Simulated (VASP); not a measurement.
Set up this calculation in VASP 6.6.1, as the native input.

```
Task                   : single point
Functional             : PBE
Potentials or basis    : VASP PAW PBE potentials, release 64 (Zr_sv, F)
Cutoff                 : 520 eV
k mesh                 : 8 × 8 × 2
Occupations            : gaussian, width 0.1 eV
Spin                   : no spin polarisation
Dipole correction      : no
Further INCAR settings : ALGO = Normal; EDIFF = 1e-06; NBANDS = 24
```

The structure of ZrF3 lies in POSCAR:

```
ZrF3
1.0
    2.1804504637     -2.1820975475      0.0000000000
    2.1804504637      2.1820975475      0.0000000000
    0.0000000000      0.0000000000      4.4606682751
Zr F
1 3
Direct
    0.0000000000      0.0000000000      0.0000000000
    0.5000000000      0.5000000000      0.7653035500
    0.0000000000      0.0000000000      0.5000000000
    0.5000000000      0.5000000000      0.2346964500
```

These files were run (other wordings do the same):

INCAR

```
SYSTEM = ZrF3
ALGO = Normal ; EDIFF = 1E-6
ENCUT = 520 ; GGA = PE
ISIF = 2 ; ISMEAR = 0
LASPH = .True. ; LCHARG = .False.
LREAL = .False. ; LWAVE = .False.
NBANDS = 24 ; NELM = 80
PREC = Accurate ; SIGMA = 0.1
```

KPOINTS

```
k-points
0
Gamma
  8 8 2
  0 0 0
```

Potentials or basis: VASP PAW PBE potentials, release 64 (Zr_sv, F).

The run is started by

```sh
$ cat potpaw_PBE.64/Zr_sv/POTCAR potpaw_PBE.64/F/POTCAR > POTCAR
$ mpirun -np 1 vasp_std > vasp.out
```

Results of the run:

```yaml
Pressure: 0.0 GPa
Largest_force: 0.003 eV/Å
```

Caveat: the k points lie up to 0.70 Å⁻¹ apart; an odd number of electrons without spin polarisation forces a metal; a magnetic or distorted state may lie lower.

Run time: 23 s on 1 thread of Intel(R) Xeon(R) Platinum 8488C (Sapphire Rapids), on a shared host, peak memory 0.17 GiB.
